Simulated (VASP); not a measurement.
# AlN (ae) (F-43m) in VASP: single point with PBEsol

Aim: the single point of AlN (ae) with PBEsol.

Everything below comes from runs of VASP 6.6.1. Logs are shortened: lines on timing, memory, paths and dates and some standing lists are left out, and cuts for length are marked.

## 1. The cell of the first run

It takes space group F-43m (No. 216, cubic). Conventional cell: a = 4.377 Å, b = 4.377 Å, c = 4.377 Å, α = 90.00°, β = 90.00°, γ = 90.00°. Al (site symmetry -43m) has 4 N at 1.90 Å within 2.5 Å. N (site symmetry -43m) has 4 Al at 1.90 Å within 2.5 Å.

## 2. Single point, PBEsol

Contents of INCAR:

```
ALGO     = Normal         # electronic algorithm
EDIFF    = 1E-6           # SCF threshold, eV
ENCUT    = 600            # plane-wave cutoff, eV
GGA      = PS             # functional
GGA_COMPAT= F            
ISIF     = 2              # what is computed and relaxed
ISMEAR   = 0              # smearing method
LASPH    = T              # aspherical terms in the spheres
LCHARG   = F              # write CHGCAR
LREAL    = F              # projectors in reciprocal space
LWAVE    = F              # write WAVECAR
NBANDS   = 11             # bands
NELM     = 120            # most SCF steps
PREC     = Accurate       # precision mode
SIGMA    = 0.01           # smearing width, eV
```

Contents of KPOINTS:

```
k-points
0
Gamma
  8 8 8
```

Contents of POSCAR:

```
AlN
1.0
    0.0000000000      2.1886899471      2.1886899471
    2.1886899471      0.0000000000      2.1886899471
    2.1886899471      2.1886899471      0.0000000000
Al N
1 1
Direct
    0.0000000000      0.0000000000      0.0000000000
    0.2500000000      0.2500000000      0.2500000000
```

Potentials or basis: VASP PAW PBE potentials, release 64 (Al, N).

Started as:

```console
> cat potpaw_PBE.64/Al/POTCAR potpaw_PBE.64/N/POTCAR > POTCAR
> mpirun -np 1 vasp_std > vasp.out
```

OUTCAR:

```text
EDIFF = 1E-6
   ENCUT = 600
   GGA = PS
   ISIF = 2
   ISMEAR = 0
   LASPH = T
   LREAL = F
   NELM = 120
   PREC = Accurate

 ion  position               nearest neighbor table
   1  0.000  0.000  0.000-   2 1.90   2 1.90   2 1.90   2 1.90
   2  0.250  0.250  0.250-   1 1.90   1 1.90   1 1.90   1 1.90

  LATTYP: Found a face centered cubic cell.
 ALAT       =     4.3773798942

  Lattice vectors:

 A1 = (   0.0000000000,   2.1886899471,   2.1886899471)
 A2 = (   2.1886899471,   0.0000000000,   2.1886899471)
 A3 = (   2.1886899471,   2.1886899471,   0.0000000000)

Analysis of symmetry for initial positions (statically):
=====================================================================
 Subroutine PRICEL returns:
 Original cell was already a primitive cell.

 Routine SETGRP: Setting up the symmetry group for a
 face centered cubic supercell.

 Subroutine GETGRP returns: Found 24 space group operations
 (whereof 24 operations were pure point group operations)
 out of a pool of 48 trial point group operations.

The static configuration has the point symmetry T_d .

Analysis of symmetry for dynamics (positions and initial velocities):
=====================================================================
 Subroutine PRICEL returns:
 Original cell was already a primitive cell.

 Routine SETGRP: Setting up the symmetry group for a
 face centered cubic supercell.

 Subroutine GETGRP returns: Found 24 space group operations
 (whereof 24 operations were pure point group operations)
 out of a pool of 48 trial point group operations.

The dynamic configuration has the point symmetry T_d .

 Subroutine INISYM returns: Found 24 space group operations
 (whereof 24 operations are pure point group operations),
 and found     1 'primitive' translations

----------------------------------------------------------------------------------------

                                     Primitive cell

  volume of cell :      20.9692

  direct lattice vectors                    reciprocal lattice vectors
     0.000000000  2.188689947  2.188689947    -0.228447159  0.228447159  0.228447159
     2.188689947  0.000000000  2.188689947     0.228447159 -0.228447159  0.228447159
     2.188689947  2.188689947  0.000000000     0.228447159  0.228447159 -0.228447159

  length of vectors
     3.095275007  3.095275007  3.095275007     0.395682086  0.395682086  0.395682086

  position of ions in fractional coordinates (direct lattice)
     0.000000000  0.000000000  0.000000000
     0.250000000  0.250000000  0.250000000

  ion indices of the primitive-cell ions
   primitive index   ion index
                 1           1
                 2           2

----------------------------------------------------------------------------------------

 KPOINTS: k-points

Automatic generation of k-mesh.
 Grid dimensions read from file:
 generate k-points for:    8    8    8

 Generating k-lattice:

  Cartesian coordinates                     Fractional coordinates (reciprocal lattice)
    -0.028555895  0.028555895  0.028555895     0.125000000  0.000000000  0.000000000
     0.028555895 -0.028555895  0.028555895     0.000000000  0.125000000  0.000000000
     0.028555895  0.028555895 -0.028555895     0.000000000  0.000000000  0.125000000

  Length of vectors
     0.049460261  0.049460261  0.049460261

  Shift w.r.t. Gamma in fractional coordinates (k-lattice)
     0.000000000  0.000000000  0.000000000

 Subroutine IBZKPT returns following result:
 ===========================================

 Found     29 irreducible k-points:

 Following reciprocal coordinates:
            Coordinates               Weight
  0.000000  0.000000  0.000000      1.000000
  0.125000  0.000000  0.000000      8.000000
  0.250000  0.000000  0.000000      8.000000
  0.375000  0.000000  0.000000      8.000000
  0.500000  0.000000  0.000000      4.000000
  0.125000  0.125000  0.000000      6.000000
[... 16 lines left out ...]
  0.500000  0.250000  0.125000     48.000000
 -0.375000  0.250000  0.125000     24.000000
 [... further k-points ...]
   k-points           NKPTS =     29   k-points in BZ     NKDIM =     29   number of bands    NBANDS=     11
   number of dos      NEDOS =    301   number of ions     NIONS =      2
   total plane-waves  NPLWV =  21952
   dimension x,y,z NGX =    28 NGY =   28 NGZ =   28
   dimension x,y,z NGXF=    56 NGYF=   56 NGZF=   56
   ions per type =               1   1
   NGX,Y,Z   is equivalent  to a cutoff of  15.04, 15.04, 15.04 a.u.
   NGXF,Y,Z  is equivalent  to a cutoff of  30.08, 30.08, 30.08 a.u.
 SYSTEM =  unknown system
   PREC   = accura    normal or accurate (medium, high low for compatibility)
   ISTART =      0    job   : 0-new  1-cont  2-samecut
   ICHARG =      2    charge: 1-file 2-atom 10-const
   ISPIN  =      1    spin polarized calculation?
   LNONCOLLINEAR =      F non collinear calculations
   LSORBIT =      F    spin-orbit coupling
   LASPH  =      T    aspherical Exc in radial PAW
   ENCUT  =  600.0 eV  44.10 Ry    6.64 a.u.   6.18  6.18  6.18*2*pi/ulx,y,z
   NELM   =    120;   NELMIN=  2; NELMDL= -5     # of ELM steps
   EDIFF  = 0.1E-05   stopping-criterion for ELM
   LREAL  =      F    real-space projection
   EDIFFG = 0.1E-04   stopping-criterion for IOM
   NSW    =      0    number of steps for IOM
   IBRION =     -1    ionic relax: 0-MD 1-quasi-New 2-CG
   NFREE  =      0    steps in history (QN), initial steepest desc. (CG)
   ISIF   =      2    stress and relaxation
   ISYM   =      2    0-nonsym 1-usesym 2-fastsym
   POTIM  = 0.5000    time-step for ionic-motion
   TEBEG  =    0.0;   TEEND  =   0.0 temperature during run
   PSTRESS=    0.0 pullay stress
   NELECT =       8.0000    total number of electrons
   NUPDOWN=      -1.0000    fix difference up-down
   EMIN   =  10.00;   EMAX   =-10.00  energy-range for DOS
   EFERMI =   0.00;   METHOD = LEGACY
   ISMEAR =     0;   SIGMA  =   0.01  broadening in eV -4-tet -1-fermi 0-gaus
   EFERMI_NEDOS =   21; number of points for ismear=-14 and -15
   IALGO  =     38    algorithm
   IMIX   =      4    mixing-type and parameters
     AMIX     =   0.40;   BMIX     =  1.00
     AMIX_MAG =   1.60;   BMIX_MAG =  1.00
  volume/ion in A,a.u.               =      10.48        70.75
  Fermi-wavevector in a.u.,A,eV,Ry     =   1.187346  2.243758 19.181361  1.409790
  Thomas-Fermi vector in A             =   2.323499
   LORBIT       =      0    0 simple, 1 ext, 2 COOP (PROOUT), +10 PAW based schemes
   GGA     = PS    functional components
   LHFCALC =     F    Hartree Fock is set to
   AEXX    =    0.0000 exact exchange contribution
   IVDW    =     0    specifies the selected vdW correction
   LEPSILON=     F    determine dielectric tensor
   LRPA    =     F    only Hartree local field effects (RPA)
 non-spin polarized calculation
 Gauss-broadening in eV      SIGMA  =   0.01
  energy-cutoff  :      600.00
  volume of cell :       20.97
 maximum number of plane-waves:       725
 NGX is ok and might be reduce to    28
   NGX = 13   NGY = 13   NGZ = 13

 number of electron       7.9999999 magnetization

 Free energy of the ion-electron system (eV)
  ---------------------------------------------------
  ext. energy  EPLUGINS =         0.00000000
  ---------------------------------------------------
  free energy    TOTEN  =       -15.61290876 eV

  energy without entropy =      -15.61290876  energy(sigma->0) =      -15.61290876

 E-fermi :   5.9835     XC(G=0): -11.1011

 val. band max:        5.8174583487   @ k =   0.0000   0.0000   0.0000
 cond. band min:       9.0014288267   @ k =   0.5000   0.5000   0.0000
 fundamental gap:      3.1839704779
 Fermi energy:         5.9834783100

 k-point     1 :       0.0000    0.0000    0.0000
  band No.  band energies     occupation
      1      -9.1040      2.00000
      2       5.8175      2.00000
      3       5.8175      2.00000
      4       5.8175      2.00000
      5       9.8938      0.00000
      6      18.2232      0.00000
      7      18.2232      0.00000
      8      18.2232      0.00000
      9      23.3534      0.00000
     10      23.3534      0.00000
     11      24.6932      0.00000

 k-point     2 :       0.1250    0.0000    0.0000
  band No.  band energies     occupation
      1      -8.8758      2.00000
      2       4.6264      2.00000
      3       5.7385      2.00000
      4       5.7385      2.00000
      5      10.8412      0.00000
      6      17.6475      0.00000
      7      18.3953      0.00000
      8      18.3953      0.00000
      9      21.7998      0.00000
     10      21.7998      0.00000
     11      23.6256      0.00000

 k-point     3 :       0.2500    0.0000    0.0000
  band No.  band energies     occupation
      1      -8.2491      2.00000
      2       2.5386      2.00000
      3       5.5609      2.00000
      4       5.5609      2.00000
      5      12.1490      0.00000
      6      16.6337      0.00000
      7      17.9903      0.00000
      8      17.9903      0.00000
      9      21.9217      0.00000
     10      21.9217      0.00000
     11      22.8247      0.00000

 k-point     4 :       0.3750    0.0000    0.0000
  band No.  band energies     occupation
      1      -7.4543      2.00000
      2       0.7112      2.00000
      3       5.3991      2.00000
      4       5.3991      2.00000
      5      12.8548      0.00000
      6      15.8494      0.00000
      7      17.1502      0.00000
      8      17.1502      0.00000
      9      23.1134      0.00000
     10      23.9374      0.00000
     11      23.9374      0.00000
[... 239 lines left out ...]
 k-point    22 :       0.3750    0.2500    0.1250
  band No.  band energies     occupation
      1      -7.7448      2.00000
      2       2.2354      2.00000
      3       4.3301      2.00000
      4       5.2116      2.00000
      5      12.5026      0.00000
      6      16.1903      0.00000
      7      16.5080      0.00000
      8      18.9423      0.00000
      9      20.2974      0.00000
     10      24.7460      0.00000
     11      27.2417      0.00000

 k-point    23 :       0.5000    0.2500    0.1250
  band No.  band energies     occupation
      1      -7.0588      2.00000
      2       1.1711      2.00000
      3       3.7342      2.00000
      4       4.8807      2.00000
      5      12.7329      0.00000
      6      15.2997      0.00000
      7      17.1981      0.00000
      8      18.5470      0.00000
      9      21.6775      0.00000
     10      25.2588      0.00000
     11      27.3658      0.00000

 k-point    24 :      -0.3750    0.2500    0.1250
  band No.  band energies     occupation
      1      -6.7168      2.00000
      2       0.6472      2.00000
      3       3.5793      2.00000
      4       4.6925      2.00000
      5      12.7873      0.00000
      6      14.9163      0.00000
      7      17.8318      0.00000
      8      18.3508      0.00000
      9      22.8012      0.00000
     10      24.3892      0.00000
     11      27.6249      0.00000

 [... further k-points ...]
[... 5 lines left out ...]
  --------------------------------------------------------------------------------------
  -------------------------------------------------------------------------------------
  Total       -0.0160207     -0.0160207     -0.0160207     -0.0000000     -0.0000000      0.0000000
  in kB       -1.2240787     -1.2240787     -1.2240787     -0.0000000     -0.0000000      0.0000000
  external PRESSURE =      -1.2240787 kB  Pullay stress =       0.0000000 kB

 VOLUME and BASIS-vectors are now :
 -----------------------------------------------------------------------------
  energy-cutoff  :      600.00
  volume of cell :       20.97
      direct lattice vectors                 reciprocal lattice vectors
     0.000000000  2.188689947  2.188689947    -0.228447159  0.228447159  0.228447159
     2.188689947  0.000000000  2.188689947     0.228447159 -0.228447159  0.228447159
     2.188689947  2.188689947  0.000000000     0.228447159  0.228447159 -0.228447159

 POSITION                                       TOTAL-FORCE (eV/Angst)
 -----------------------------------------------------------------------------------
      0.00000      0.00000      0.00000        -0.000000      0.000000     -0.000000
      1.09434      1.09434      1.09434         0.000000     -0.000000      0.000000
 -----------------------------------------------------------------------------------
    total drift:                                0.000000      0.000000      0.000000

  FREE ENERGIE OF THE ION-ELECTRON SYSTEM (eV)
  ---------------------------------------------------
  free  energy   TOTEN  =       -15.6129087635 eV

  energy  without entropy=      -15.6129087635  energy(sigma->0) =      -15.61290876
```

It took 15 s on 1 thread of Intel Xeon Platinum 8375C at 2.90GHz (Ice Lake), shared host; peak memory 0.15 GiB.

What came out:

```
Free energy            : -15.6129 eV
Pressure               : -0.1 GPa
Band gap on the k mesh : 3.18 eV, indirect (least direct gap 4.08 eV)
```

Caveat: the PAW data sets were made with another functional, which shifts forces and pressure a little.
